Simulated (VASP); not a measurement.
Runs of VASP 6.6.1 on GaSb. The structure is that of space group F-43m (No. 216), or close to it. The cells are those of the table. 

| task | cell | cutoff (eV) | gap on the mesh (eV) | pressure (GPa) |
| --- | --- | --- | --- | --- |
| single point | a = 4.006 Å, angles 60.0°, 2 atoms | 520 | 0.36 | 20.2 |
| single point | a = 4.271 Å, angles 60.0°, 2 atoms | 520 | (b) | 2.1 |
| single point | a = 4.140 Å, angles 60.0°, 2 atoms | 520 | 0.58 | 9.1 |
| single point | a = 4.322 Å, angles 60.0°, 2 atoms | 520 | 0.01 | 0.1 |
| relaxation of cell and atoms | relaxed to 20 GPa from a = 4.322 Å, angles 60.0°, 2 atoms | 600 | (c) | 20.0 |
| relaxation of cell and atoms | relaxed to 9 GPa from a = 4.322 Å, angles 60.0°, 2 atoms | 600 | 0.58 | 9.0 |
| relaxation of cell and atoms | relaxed from a = 4.321 Å, angles 60.0°, 2 atoms | 600 | (a) | 0.0 |

Alike in all rows: level PBEsol; potentials or basis VASP PAW PBE potentials, release 64 (Ga_d, Sb); no spin polarisation; k mesh 12 × 12 × 12.

**Question.** Estimate the missing entries.

**Answer.** (a) none; (b) 0.27; (c) 0.37.

Caveats: semilocal functionals underestimate gaps, and a narrow one can read as zero; the PAW data sets were made with another functional, which shifts forces and pressure a little; spin-orbit coupling is left out, which moves the levels of the heavy elements; the cell stands under pressure (at least some runs); the cell is relaxed towards a set pressure, so the run minimises the enthalpy, not the energy (at least some runs); the smearing spreads over this small gap (at least some runs).

A k mesh can miss the band edges, and the runs leave out spin-orbit coupling on Ga, Sb.
